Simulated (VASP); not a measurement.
# CdTe (F-43m) in VASP: further runs, part 2 of 2

VASP 6.6.1.

## (4) Electric field gradients, PBE (volume scaled by 0.98)

Contents of INCAR:

```
PREC = Accurate
ENCUT = 520
EDIFF = 1E-8
ISMEAR = -1
SIGMA = 0.08
LREAL = F
LASPH = T
NELM = 60
ALGO = Normal
ISIF = 2
LWAVE = F
LCHARG = F
GGA = PE
LEFG = T
NBANDS = 16
```

Contents of KPOINTS:

```
regular mesh
0
Gamma
  9 9 9
```

Contents of POSCAR:

```
CdTe
1.0
    0.0000000000      3.1834892848      3.1834892848
    3.1834892848      0.0000000000      3.1834892848
    3.1834892848      3.1834892848      0.0000000000
Cd Te
1 1
Direct
    0.0000000000      0.0000000000      0.0000000000
    0.7500000000      0.7500000000      0.7500000000
```

Potentials or basis: VASP PAW PBE potentials, release 64 (Cd, Te).

Launch:

```bash
$ cat potpaw_PBE.64/Cd/POTCAR potpaw_PBE.64/Te/POTCAR > POTCAR
$ mpirun -np 1 vasp_std > vasp.out
```

OUTCAR:

```text
PREC = Accurate
   ENCUT = 520
   EDIFF = 1E-8
   ISMEAR = -1
   LREAL = F
   LASPH = T
   NELM = 60
   ISIF = 2
   GGA = PE

 ion  position               nearest neighbor table
   1  0.000  0.000  0.000-   2 2.76   2 2.76   2 2.76   2 2.76
   2  0.750  0.750  0.750-   1 2.76   1 2.76   1 2.76   1 2.76

  LATTYP: Found a face centered cubic cell.
 ALAT       =     6.3669785696

  Lattice vectors:

 A1 = (   0.0000000000,   3.1834892848,   3.1834892848)
 A2 = (   3.1834892848,   0.0000000000,   3.1834892848)
 A3 = (   3.1834892848,   3.1834892848,   0.0000000000)

[... 667 lines left out ...]
  free  energy   TOTEN  =        -4.6864999315 eV

  energy  without entropy=       -4.6864726936  energy(sigma->0) =       -4.68648631

 Electric field gradients (V/A^2)
---------------------------------------------------------------------
 ion       V_xx      V_yy      V_zz      V_xy      V_xz      V_yz
---------------------------------------------------------------------
   1      -0.000     0.000     0.000     0.000     0.000     0.000
   2      -0.000     0.000    -0.000    -0.000    -0.000    -0.000
---------------------------------------------------------------------

 Electric field gradients after diagonalization (V/A^2)
 (convention: |V_zz| > |V_xx| > |V_yy|)
----------------------------------------------------------------------
 ion       V_xx      V_yy      V_zz     asymmetry (V_yy - V_xx)/ V_zz
----------------------------------------------------------------------
   1      -0.000    -0.000     0.000       0.000
   2       0.000     0.000    -0.000       0.000
----------------------------------------------------------------------

           NMR quadrupolar parameters

 Cq : quadrupolar parameter    Cq=e*Q*V_zz/h
 eta: asymmetry parameters     (V_yy - V_xx)/ V_zz
 Q  : nuclear electric quadrupole moment in mb (millibarn)
----------------------------------------------------------------------
 ion       Cq(MHz)       eta       Q (mb)
----------------------------------------------------------------------
   1       0.000       0.000       1.000
   2      -0.000       0.000       1.000
----------------------------------------------------------------------
```

stdout:

```text
POSCAR found type information on POSCAR CdTe
 POSCAR found :  2 types and       2 ions
 scaLAPACK will be used
 LDA part: xc-table for (Slater+PW92), standard interpolation
 POSCAR, INCAR and KPOINTS ok, starting setup
 FFT: planning ... GRIDC
 FFT: planning ... GRID_SOFT
 FFT: planning ... GRID
 WAVECAR not read
 entering main loop
ion   1

ion   2
```

Wall time 25 s (1 thread of Intel Xeon 6975P-C (Granite Rapids), shared host); peak memory 0.21 GiB.

Results:

```
Free energy            : -4.6865 eV
Pressure               : 5.5 GPa
Band gap on the k mesh : 0.94 eV, direct
```

Levels at points of the mesh, in eV from the valence-band top:
```tsv
k point	band 6	band 7	band 8	band 9	band 10	band 11	band 12	band 13
(0.00, 0.00, 0.00)	-8.18	0.00	0.00	0.00	0.94	4.56	4.56	4.56
```

Caveat: the cell differs from its parent crystal (volume scaled by 0.98); without QUAD_EFG the Cq values of the log hold for a quadrupole moment of 1 mb, not for the nuclei; spin-orbit coupling is left out, which moves the levels of the heavy elements.

## (5) Electric field gradients, PBE

This run uses another cell than the first one, of 32.92 Å³/atom, 1.063 times its volume.

Contents of INCAR:

```
PREC = Accurate ; ENCUT = 520
EDIFF = 1E-8 ; ISMEAR = -1
SIGMA = 0.08 ; LREAL = False
LASPH = True ; NELM = 60
ALGO = Normal ; ISIF = 2
LWAVE = False ; LCHARG = False
GGA = PE ; LEFG = True
NBANDS = 16
```

Contents of KPOINTS:

```
Automatic mesh
0
Gamma
  9 9 9
```

Contents of POSCAR:

```
CdTe
1.0
    0.0000000000      3.2050000000      3.2050000000
    3.2050000000      0.0000000000      3.2050000000
    3.2050000000      3.2050000000      0.0000000000
Cd Te
1 1
Direct
    0.0000000000      0.0000000000      0.0000000000
    0.7500000000      0.7500000000      0.7500000000
```

Potentials or basis: VASP PAW PBE potentials, release 64 (Cd, Te).

Launch:

```bash
$ cat potpaw_PBE.64/Cd/POTCAR potpaw_PBE.64/Te/POTCAR > POTCAR
$ mpirun -np 1 vasp_std > vasp.out
```

OUTCAR:

```text
PREC = Accurate
   ENCUT = 520
   EDIFF = 1E-8
   ISMEAR = -1
   LREAL = False
   LASPH = True
   NELM = 60
   ISIF = 2
   GGA = PE

 ion  position               nearest neighbor table
   1  0.000  0.000  0.000-   2 2.78   2 2.78   2 2.78   2 2.78
   2  0.750  0.750  0.750-   1 2.78   1 2.78   1 2.78   1 2.78

  LATTYP: Found a face centered cubic cell.
 ALAT       =     6.4100000000

  Lattice vectors:

 A1 = (   0.0000000000,   3.2050000000,   3.2050000000)
 A2 = (   3.2050000000,   0.0000000000,   3.2050000000)
 A3 = (   3.2050000000,   3.2050000000,   0.0000000000)

Analysis of symmetry for initial positions (statically):
=====================================================================
 Subroutine PRICEL returns:
 Original cell was already a primitive cell.

 Routine SETGRP: Setting up the symmetry group for a
 face centered cubic supercell.

 Subroutine GETGRP returns: Found 24 space group operations
[... 643 lines left out ...]
  volume of cell :       65.84
      direct lattice vectors                 reciprocal lattice vectors
     0.000000000  3.205000000  3.205000000    -0.156006240  0.156006240  0.156006240
     3.205000000  0.000000000  3.205000000     0.156006240 -0.156006240  0.156006240
     3.205000000  3.205000000  0.000000000     0.156006240  0.156006240 -0.156006240

 POSITION                                       TOTAL-FORCE (eV/Angst)
 -----------------------------------------------------------------------------------
      0.00000      0.00000      0.00000         0.000000     -0.000000     -0.000000
      4.80750      4.80750      4.80750        -0.000000      0.000000      0.000000
 -----------------------------------------------------------------------------------
    total drift:                                0.000000      0.000000      0.000000

  FREE ENERGIE OF THE ION-ELECTRON SYSTEM (eV)
  ---------------------------------------------------
  free  energy   TOTEN  =        -4.7272812677 eV

  energy  without entropy=       -4.7272420778  energy(sigma->0) =       -4.72726167

 Electric field gradients (V/A^2)
---------------------------------------------------------------------
 ion       V_xx      V_yy      V_zz      V_xy      V_xz      V_yz
---------------------------------------------------------------------
   1      -0.000    -0.000    -0.000     0.001     0.001     0.001
   2       0.000     0.000     0.000    -0.000    -0.000    -0.000
---------------------------------------------------------------------

 Electric field gradients after diagonalization (V/A^2)
 (convention: |V_zz| > |V_xx| > |V_yy|)
----------------------------------------------------------------------
 ion       V_xx      V_yy      V_zz     asymmetry (V_yy - V_xx)/ V_zz
----------------------------------------------------------------------
   1      -0.001    -0.001     0.002       0.000
   2       0.000     0.000    -0.000       0.000
----------------------------------------------------------------------

           NMR quadrupolar parameters

 Cq : quadrupolar parameter    Cq=e*Q*V_zz/h
 eta: asymmetry parameters     (V_yy - V_xx)/ V_zz
 Q  : nuclear electric quadrupole moment in mb (millibarn)
----------------------------------------------------------------------
 ion       Cq(MHz)       eta       Q (mb)
----------------------------------------------------------------------
   1       0.000       0.000       1.000
   2      -0.000       0.000       1.000
----------------------------------------------------------------------
```

stdout:

```text
POSCAR found type information on POSCAR CdTe
 POSCAR found :  2 types and       2 ions
 scaLAPACK will be used
 LDA part: xc-table for (Slater+PW92), standard interpolation
 POSCAR, INCAR and KPOINTS ok, starting setup
 FFT: planning ... GRIDC
 FFT: planning ... GRID_SOFT
 FFT: planning ... GRID
 WAVECAR not read
 entering main loop
ion   1

ion   2
```

It took 27 s on 1 thread of Intel Xeon 6975P-C (Granite Rapids), shared host; peak memory 0.21 GiB.

What came out:

* Free energy: -4.7273 eV
* Pressure: 4.4 GPa
* Band gap on the k mesh: 0.87 eV, direct

Caveat: without QUAD_EFG the Cq values of the log hold for a quadrupole moment of 1 mb, not for the nuclei; spin-orbit coupling is left out, which moves the levels of the heavy elements.

## (6) Overview

```csv
level,cell,gap on the mesh (eV),pressure (GPa)
PBE,"a = 4.441 Å, angles 60.0°, 2 atoms",1.07,8.2
PBE+D3(BJ),"a = 4.441 Å, angles 60.0°, 2 atoms",1.07,6.0
PBE,"a = 4.502 Å, angles 60.0°, 2 atoms",0.94,5.5
PBE,"a = 4.533 Å, angles 60.0°, 2 atoms",0.87,4.4
```

Alike in all rows: task electric field gradients; potentials or basis VASP PAW PBE potentials, release 64 (Cd, Te); no spin polarisation; k mesh 9 × 9 × 9; cutoff (eV) 520; smearing fermi-dirac 0.08 eV.

Caveats: spin-orbit coupling is left out, which moves the levels of the heavy elements.

Total energies depend on the potentials used, so only differences within one code and one set of settings carry meaning.
